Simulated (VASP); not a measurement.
# W10N in VASP: single point with PBE+D3(BJ)

Aim: the single point of W10N with PBE+D3(BJ).

All numbers are computed with VASP 6.6.1; they aren't measurements. Logs are shortened: lines on timing, memory, paths and dates and some standing lists are left out, and cuts for length are marked.

## (1) The cell of the first run

The cell holds a slab with vacuum, 22 atoms: a = 6.319 Å, b = 6.319 Å, c = 25.419 Å, α = 90.00°, β = 90.00°, γ = 90.00°.

## (2) Single point, PBE+D3(BJ)

File INCAR:

```
SYSTEM = W10N
ALGO = Normal
DIPOL = 0.5 0.5 0.456
EDIFF = 1E-6
ENCUT = 520
GGA = PE
IDIPOL = 3
ISIF = 2
ISMEAR = 0
IVDW = 12
LASPH = .TRUE.
LCHARG = .TRUE.
LDIPOL = .TRUE.
LELF = .TRUE.
LREAL = Auto
LVACPOTAV = .TRUE.
LVHAR = .TRUE.
LWAVE = .FALSE.
NBANDS = 162
NELM = 100
PREC = Accurate
SIGMA = 0.1
```

File KPOINTS:

```
k-points
0
G
  3 3 1
  0 0 0
```

File POSCAR:

```
W10N
1.0
    6.3187499463      0.0000000000      0.0000000000
    0.0000000000      6.3187499463      0.0000000000
    0.0000000000      0.0000000000     25.4187499463
W N
20 2
Direct
    0.2500000000      0.7500000000      0.3147283016
    0.2500000000      0.2500000000      0.3147283016
    0.7500000000      0.7500000000      0.3147283016
    0.7500000000      0.2500000000      0.3147283016
    0.5000000000      0.5000000000      0.3768748466
    0.5000000000      0.0000000000      0.3768748466
    0.0000000000      0.5000000000      0.3768748466
    0.0000000000      0.0000000000      0.3768748466
    0.7459476175      0.2540523825      0.4386128657
    0.7459476175      0.7459476175      0.4386128657
    0.2540523825      0.2540523825      0.4386128657
    0.2540523825      0.7459476175      0.4386128657
    0.0000000000      0.0000000000      0.4954722580
    0.0000000000      0.5000000000      0.5030270505
    0.5000000000      0.0000000000      0.5030270505
    0.5000000000      0.5000000000      0.5056793899
    0.2265984539      0.7734015461      0.5605430784
    0.2265984539      0.2265984539      0.5605430784
    0.7734015461      0.7734015461      0.5605430784
    0.7734015461      0.2265984539      0.5605430784
    0.0000000000      0.0000000000      0.6038402471
    0.0000000000      0.0000000000      0.6516475382
```

Potentials or basis: VASP PAW PBE potentials, release 64 (W_sv, N).

Command:

```
> cat potpaw_PBE.64/W_sv/POTCAR potpaw_PBE.64/N/POTCAR > POTCAR
> mpirun -np 1 vasp_std > vasp.out
```

OUTCAR:

```text
SYSTEM = W10N
   EDIFF = 1E-6
   ENCUT = 520
   GGA = PE
   ISIF = 2
   ISMEAR = 0
   IVDW = 12
   LASPH = .TRUE.
   LREAL = Auto
   NELM = 100
   PREC = Accurate
 IVDW          = 12

 ion  position               nearest neighbor table
   1  0.250  0.750  0.315-   5 2.74   6 2.74   7 2.74   8 2.74  12 3.15   3 3.16   2 3.16   2 3.16
                             3 3.16
   2  0.250  0.250  0.315-   5 2.74   6 2.74   7 2.74   8 2.74  11 3.15   4 3.16   1 3.16   1 3.16
                             4 3.16
   3  0.750  0.750  0.315-   5 2.74   6 2.74   7 2.74   8 2.74  10 3.15   4 3.16   1 3.16   4 3.16
                             1 3.16
   4  0.750  0.250  0.315-   5 2.74   6 2.74   7 2.74   8 2.74   9 3.15   3 3.16   2 3.16   3 3.16
                             2 3.16
   5  0.500  0.500  0.377-   9 2.70  10 2.70  11 2.70  12 2.70   1 2.74   2 2.74   3 2.74   4 2.74
                             6 3.16   7 3.16   6 3.16   7 3.16  16 3.27
   6  0.500  0.000  0.377-   9 2.73  10 2.73  11 2.73  12 2.73   1 2.74   2 2.74   3 2.74   4 2.74
                             5 3.16   8 3.16   5 3.16   8 3.16  15 3.21
   7  0.000  0.500  0.377-   9 2.73  10 2.73  11 2.73  12 2.73   1 2.74   2 2.74   3 2.74   4 2.74
                             5 3.16   8 3.16   8 3.16   5 3.16  14 3.21
   8  0.000  0.000  0.377-   1 2.74   2 2.74   3 2.74   4 2.74   9 2.76  10 2.76  11 2.76  12 2.76
                            13 3.01   7 3.16   6 3.16   7 3.16   6 3.16
   9  0.746  0.254  0.439-  13 2.69   5 2.70   7 2.73   6 2.73   8 2.76  14 2.77  15 2.77  16 2.78
                            10 3.11  11 3.11  20 3.11   4 3.15  11 3.21  10 3.21
  10  0.746  0.746  0.439-  13 2.69   5 2.70   7 2.73   6 2.73   8 2.76  14 2.77  15 2.77  16 2.78
                             9 3.11  12 3.11  19 3.11   3 3.15  12 3.21   9 3.21
  11  0.254  0.254  0.439-  13 2.69   5 2.70   7 2.73   6 2.73   8 2.76  14 2.77  15 2.77  16 2.78
                             9 3.11  12 3.11  18 3.11   2 3.15  12 3.21   9 3.21
  12  0.254  0.746  0.439-  13 2.69   5 2.70   7 2.73   6 2.73   8 2.76  14 2.77  15 2.77  16 2.78
                            10 3.11  11 3.11  17 3.11   1 3.15  11 3.21  10 3.21
  13  0.000  0.000  0.495-  17 2.61  18 2.61  19 2.61  20 2.61   9 2.69  10 2.69  11 2.69  12 2.69
                             8 3.01  14 3.17  15 3.17  14 3.17  15 3.17
  14  0.000  0.500  0.503-  17 2.68  18 2.68  19 2.68  20 2.68   9 2.77  10 2.77  11 2.77  12 2.77
                            16 3.16  16 3.16  13 3.17  13 3.17   7 3.21
  15  0.500  0.000  0.503-  17 2.68  18 2.68  19 2.68  20 2.68   9 2.77  10 2.77  11 2.77  12 2.77
                            16 3.16  16 3.16  13 3.17  13 3.17   6 3.21
  16  0.500  0.500  0.506-   9 2.78  10 2.78  11 2.78  12 2.78  17 2.81  18 2.81  19 2.81  20 2.81
                            14 3.16  15 3.16  15 3.16  14 3.16   5 3.27
  17  0.227  0.773  0.561-  21 2.30  13 2.61  15 2.68  14 2.68  16 2.81  19 2.86  18 2.86  12 3.11
                            19 3.46  18 3.46
  18  0.227  0.227  0.561-  21 2.30  13 2.61  15 2.68  14 2.68  16 2.81  20 2.86  17 2.86  11 3.11
                            20 3.46  17 3.46
  19  0.773  0.773  0.561-  21 2.30  13 2.61  15 2.68  14 2.68  16 2.81  20 2.86  17 2.86  10 3.11
                            20 3.46  17 3.46
  20  0.773  0.227  0.561-  21 2.30  13 2.61  15 2.68  14 2.68  16 2.81  19 2.86  18 2.86   9 3.11
                            19 3.46  18 3.46
  21  0.000  0.000  0.604-  22 1.22  18 2.30  19 2.30  20 2.30  17 2.30
  22  0.000  0.000  0.652-  21 1.22

  LATTYP: Found a simple tetragonal cell.
 ALAT       =     6.3187499463
 C/A-ratio  =     4.0227497784

  Lattice vectors:

 A1 = (   6.3187499463,   0.0000000000,   0.0000000000)
 A2 = (   0.0000000000,   6.3187499463,   0.0000000000)
 A3 = (   0.0000000000,   0.0000000000,  25.4187499463)

Analysis of symmetry for initial positions (statically):
=====================================================================
 Subroutine PRICEL returns:
 Original cell was already a primitive cell.

 Routine SETGRP: Setting up the symmetry group for a
 simple tetragonal supercell.

 Subroutine GETGRP returns: Found  8 space group operations
 (whereof  8 operations were pure point group operations)
 out of a pool of 16 trial point group operations.

The static configuration has the point symmetry C_4v.

Analysis of symmetry for dynamics (positions and initial velocities):
=====================================================================
 Subroutine PRICEL returns:
 Original cell was already a primitive cell.

 Routine SETGRP: Setting up the symmetry group for a
 simple tetragonal supercell.

 Subroutine GETGRP returns: Found  8 space group operations
 (whereof  8 operations were pure point group operations)
 out of a pool of 16 trial point group operations.

The dynamic configuration has the point symmetry C_4v.

 Subroutine INISYM returns: Found  8 space group operations
 (whereof  8 operations are pure point group operations),
 and found     1 'primitive' translations

----------------------------------------------------------------------------------------

                                     Primitive cell

  volume of cell :    1014.8843

  direct lattice vectors                    reciprocal lattice vectors
     6.318749946  0.000000000  0.000000000     0.158259151  0.000000000  0.000000000
     0.000000000  6.318749946  0.000000000     0.000000000  0.158259151  0.000000000
     0.000000000  0.000000000 25.418749946     0.000000000  0.000000000  0.039341038

  length of vectors
     6.318749946  6.318749946 25.418749946     0.158259151  0.158259151  0.039341038

  position of ions in fractional coordinates (direct lattice)
     0.250000000  0.750000000  0.314728302
     0.250000000  0.250000000  0.314728302
     0.750000000  0.750000000  0.314728302
     0.750000000  0.250000000  0.314728302
     0.500000000  0.500000000  0.376874847
     0.500000000  0.000000000  0.376874847
[... 14 lines left out ...]
     0.000000000  0.000000000  0.603840247
     0.000000000  0.000000000  0.651647538

  ion indices of the primitive-cell ions
   primitive index   ion index
                 1           1
                 2           2
                 3           3
                 4           4
                 5           5
                 6           6
[... 14 lines left out ...]
                21          21
                22          22

----------------------------------------------------------------------------------------

 KPOINTS: k-points

Automatic generation of k-mesh.
 Grid dimensions read from file:
 generate k-points for:    3    3    1

 Generating k-lattice:

  Cartesian coordinates                     Fractional coordinates (reciprocal lattice)
     0.052753050  0.000000000  0.000000000     0.333333333  0.000000000  0.000000000
     0.000000000  0.052753050  0.000000000     0.000000000  0.333333333  0.000000000
     0.000000000  0.000000000  0.039341038     0.000000000  0.000000000  1.000000000

  Length of vectors
     0.052753050  0.052753050  0.039341038

  Shift w.r.t. Gamma in fractional coordinates (k-lattice)
     0.000000000  0.000000000  0.000000000

 Subroutine IBZKPT returns following result:
 ===========================================

 Found      3 irreducible k-points:

 Following reciprocal coordinates:
            Coordinates               Weight
  0.000000  0.000000  0.000000      1.000000
  0.333333  0.000000  0.000000      4.000000
  0.333333  0.333333  0.000000      4.000000
   k-points           NKPTS =      3   k-points in BZ     NKDIM =      3   number of bands    NBANDS=    162
   number of dos      NEDOS =    301   number of ions     NIONS =     22
   total plane-waves  NPLWV = 442368
   dimension x,y,z NGX =    48 NGY =   48 NGZ =  192
   dimension x,y,z NGXF=    96 NGYF=   96 NGZF=  384
   ions per type =              20   2
   NGX,Y,Z   is equivalent  to a cutoff of  12.63, 12.63, 12.56 a.u.
   NGXF,Y,Z  is equivalent  to a cutoff of  25.26, 25.26, 25.11 a.u.
 SYSTEM =  W10N
   PREC   = accura    normal or accurate (medium, high low for compatibility)
   ISTART =      0    job   : 0-new  1-cont  2-samecut
   ICHARG =      2    charge: 1-file 2-atom 10-const
   ISPIN  =      1    spin polarized calculation?
   LNONCOLLINEAR =      F non collinear calculations
   LSORBIT =      F    spin-orbit coupling
   LASPH  =      T    aspherical Exc in radial PAW
   ENCUT  =  520.0 eV  38.22 Ry    6.18 a.u.  11.75 11.75 47.26*2*pi/ulx,y,z
   NELM   =    100;   NELMIN=  2; NELMDL= -5     # of ELM steps
   EDIFF  = 0.1E-05   stopping-criterion for ELM
   LREAL  =      T    real-space projection
   EDIFFG = 0.1E-04   stopping-criterion for IOM
   NSW    =      0    number of steps for IOM
   IBRION =     -1    ionic relax: 0-MD 1-quasi-New 2-CG
   NFREE  =      0    steps in history (QN), initial steepest desc. (CG)
   ISIF   =      2    stress and relaxation
   ISYM   =      2    0-nonsym 1-usesym 2-fastsym
   POTIM  = 0.5000    time-step for ionic-motion
   TEBEG  =    0.0;   TEEND  =   0.0 temperature during run
   PSTRESS=    0.0 pullay stress
   NELECT =     290.0000    total number of electrons
   NUPDOWN=      -1.0000    fix difference up-down
   EMIN   =  10.00;   EMAX   =-10.00  energy-range for DOS
   EFERMI =   0.00;   METHOD = LEGACY
   ISMEAR =     0;   SIGMA  =   0.10  broadening in eV -4-tet -1-fermi 0-gaus
   EFERMI_NEDOS =   21; number of points for ismear=-14 and -15
   IALGO  =     38    algorithm
   IMIX   =      4    mixing-type and parameters
     AMIX     =   0.40;   BMIX     =  1.00
     AMIX_MAG =   1.60;   BMIX_MAG =  1.00
  volume/ion in A,a.u.               =      46.13       311.31
  Fermi-wavevector in a.u.,A,eV,Ry     =   1.078289  2.037671 15.819602  1.162708
  Thomas-Fermi vector in A             =   2.214224
   LORBIT       =      0    0 simple, 1 ext, 2 COOP (PROOUT), +10 PAW based schemes
   GGA     = PE    functional components
   LHFCALC =     F    Hartree Fock is set to
   AEXX    =    0.0000 exact exchange contribution
   IVDW    =    12    specifies the selected vdW correction
   LEPSILON=     F    determine dielectric tensor
   LRPA    =     F    only Hartree local field effects (RPA)
 non-spin polarized calculation
 Gauss-broadening in eV      SIGMA  =   0.10
  energy-cutoff  :      520.00
  volume of cell :     1014.88
 maximum number of plane-waves:     27371
 NGX is ok and might be reduce to    48
   NGX = 23   NGY = 23   NGZ = 95

 dipolmoment           0.000000      0.000000     -0.017830 electrons x Angstroem

 number of electron     290.0000008 magnetization

 dipolmoment           0.000000      0.000000      0.177296 electrons x Angstroem

 Free energy of the ion-electron system (eV)
  ---------------------------------------------------
  ext. energy  EPLUGINS =         0.00000000
  ---------------------------------------------------
  free energy    TOTEN  =      -254.99711796 eV

  energy without entropy =     -254.86725072  energy(sigma->0) =     -254.93218434

 E-fermi :   0.6756     XC(G=0):  -5.3641

 val. band max:        0.6598389128   @ k =   0.3333   0.3333   0.0000
 cond. band min:       0.6762321567   @ k =   0.0000   0.0000   0.0000
 fundamental gap:      0.0163932439
 Fermi energy:         0.6756107822

 k-point     1 :       0.0000    0.0000    0.0000
  band No.  band energies     occupation
      1     -73.4650      2.00000
      2     -73.4136      2.00000
      3     -73.4136      2.00000
      4     -73.4041      2.00000
      5     -73.4027      2.00000
      6     -73.3788      2.00000
[... 149 lines left out ...]
    156       2.0977      0.00000
    157       2.1157      0.00000

 k-point     2 :       0.3333    0.0000    0.0000
  band No.  band energies     occupation
      1     -73.4530      2.00000
      2     -73.4272      2.00000
      3     -73.4113      2.00000
      4     -73.4063      2.00000
      5     -73.3954      2.00000
      6     -73.3754      2.00000
[... 149 lines left out ...]
    156       1.7801      0.00000
    157       1.7994      0.00000

 k-point     3 :       0.3333    0.3333    0.0000
  band No.  band energies     occupation
      1     -73.4429      2.00000
      2     -73.4229      2.00000
      3     -73.4212      2.00000
      4     -73.4115      2.00000
      5     -73.3896      2.00000
      6     -73.3715      2.00000
[... 149 lines left out ...]
    156       1.8323      0.00000
    157       1.8511      0.00000
 [bands above 157 left out]

------------------------ aborting loop because EDIFF is reached ----------------------------------------

 Edisp (eV)   -9.76501

 E8    (eV) :    -5.1472

  FORCE on cell =-STRESS in cart. coord.  units (eV):
  Direction    XX          YY          ZZ          XY          YZ          ZX
  --------------------------------------------------------------------------------------
  -------------------------------------------------------------------------------------
  Total     -25.28456   -25.28456    -7.81372     0.00000    -0.00000     0.00000
  in kB     -39.91622   -39.91622   -12.33536     0.00000    -0.00000     0.00000
  external pressure =      -30.72 kB  Pullay stress =        0.00 kB

 VOLUME and BASIS-vectors are now :
 -----------------------------------------------------------------------------
  energy-cutoff  :      520.00
  volume of cell :     1014.88
      direct lattice vectors                 reciprocal lattice vectors
     6.318749946  0.000000000  0.000000000     0.158259151  0.000000000  0.000000000
     0.000000000  6.318749946  0.000000000     0.000000000  0.158259151  0.000000000
     0.000000000  0.000000000 25.418749946     0.000000000  0.000000000  0.039341038

 POSITION                                       TOTAL-FORCE (eV/Angst)
 -----------------------------------------------------------------------------------
      1.57969      4.73906      8.00000        -0.084021      0.084021      1.393121
      1.57969      1.57969      8.00000        -0.084021     -0.084021      1.393121
      4.73906      4.73906      8.00000         0.084021      0.084021      1.393121
      4.73906      1.57969      8.00000         0.084021     -0.084021      1.393121
      3.15937      3.15937      9.57969         0.000000      0.000000     -1.270529
      3.15937      0.00000      9.57969         0.000000      0.000000     -1.354081
[... 14 lines left out ...]
      0.00000      0.00000     15.34886         0.000000      0.000000     -0.284655
      0.00000      0.00000     16.56407         0.000000      0.000000      0.333312
 -----------------------------------------------------------------------------------
    total drift:                                0.000000      0.000000     -0.017690

  FREE ENERGIE OF THE ION-ELECTRON SYSTEM (eV)
  ---------------------------------------------------
  free  energy   TOTEN  =      -264.7621288815 eV

  energy  without entropy=     -264.6322616368  energy(sigma->0) =     -264.69719526

 vacuum level on the upper side and lower side of the slab         5.688         4.884
```

Wall time 20 min (1 thread of Intel Xeon 6975P-C (Granite Rapids), shared host); peak memory 1 GiB.

What came out:

| Item | Value |
| --- | --- |
| Free energy | -264.7621 eV |
| Largest force | 1.805 eV/Å |
| Band gap on the k mesh | zero (bands 145 and 146 overlap by 0.23 eV) |
| Dispersion energy per atom | -0.444 eV |

Forces in eV/Å, atoms in the order of the input:
```
W   -0.084  0.084  1.393
W   -0.084 -0.084  1.393
W    0.084  0.084  1.393
W    0.084 -0.084  1.393
W    0.000  0.000 -1.271
W    0.000  0.000 -1.354
W    0.000  0.000 -1.354
W    0.000  0.000 -1.805
W   -0.004  0.004  0.004
W   -0.004 -0.004  0.004
W    0.004  0.004  0.004
W    0.004 -0.004  0.004
W    0.000  0.000 -0.021
W    0.000  0.000 -0.002
W    0.000  0.000 -0.002
W    0.000  0.000  0.015
W    0.028 -0.028  0.040
W    0.028  0.028  0.040
W   -0.028 -0.028  0.040
W   -0.028  0.028  0.040
N    0.000  0.000 -0.285
N    0.000  0.000  0.333
```

Levels at points of the mesh, in eV from the Fermi level:
| k point | band 140 | band 141 | band 142 | band 143 | band 144 | band 145 | band 146 | band 147 |
| --- | --- | --- | --- | --- | --- | --- | --- | --- |
| (0.00, 0.00, 0.00) | -0.33 | -0.26 | -0.20 | -0.20 | 0.00 | 0.01 | 0.01 | 0.07 |

Caveat: the standard files for N, O and F lose accuracy on very short bonds; spin-orbit coupling is left out, which moves the levels of the heavy elements.
